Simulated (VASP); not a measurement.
Here is a VASP 6.6.1 calculation.

File INCAR:

```
PREC = Accurate ; ENCUT = 520
EDIFF = 1E-6 ; ISMEAR = -1
SIGMA = 0.05 ; LREAL = False
LASPH = True ; NELM = 150
ALGO = Normal ; ISIF = 2
LWAVE = False ; LCHARG = False
ISPIN = 2 ; MAGMOM = 2 2
LORBIT = 11 ; LMAXMIX = 4
GGA = PS ; NBANDS = 20
```

KPOINTS

```
regular mesh
0
Gamma
  12 12 7
```

Contents of POSCAR:

```
Co
1.0
    2.4719999032      0.0000000000      0.0000000000
   -1.2359999516      2.1408147143      0.0000000000
    0.0000000000      0.0000000000      4.0211440800
Co
2
Direct
    0.6666666667      0.3333333333      0.7500000000
    0.3333333333      0.6666666667      0.2500000000
```

Potentials or basis: VASP PAW PBE potentials, release 64 (Co).

Launch:

```sh
$ cat potpaw_PBE.64/Co/POTCAR > POTCAR
$ mpirun -np 1 vasp_std > vasp.out
```

**Question.** Predict the pressure.

**Answer.** -6.6 GPa.

**Question.** Estimate the site moments.

**Answer.** Co +1.60 μB.

**Question.** Estimate the net moment.

**Answer.** 3.18 μB per cell.

Stress tensor (GPa, compression positive):
```
-5.65  0.00  0.00
 0.00 -5.65  0.00
 0.00  0.00 -8.46
```

Caveat: the PAW data sets were made with another functional, which shifts forces and pressure a little.
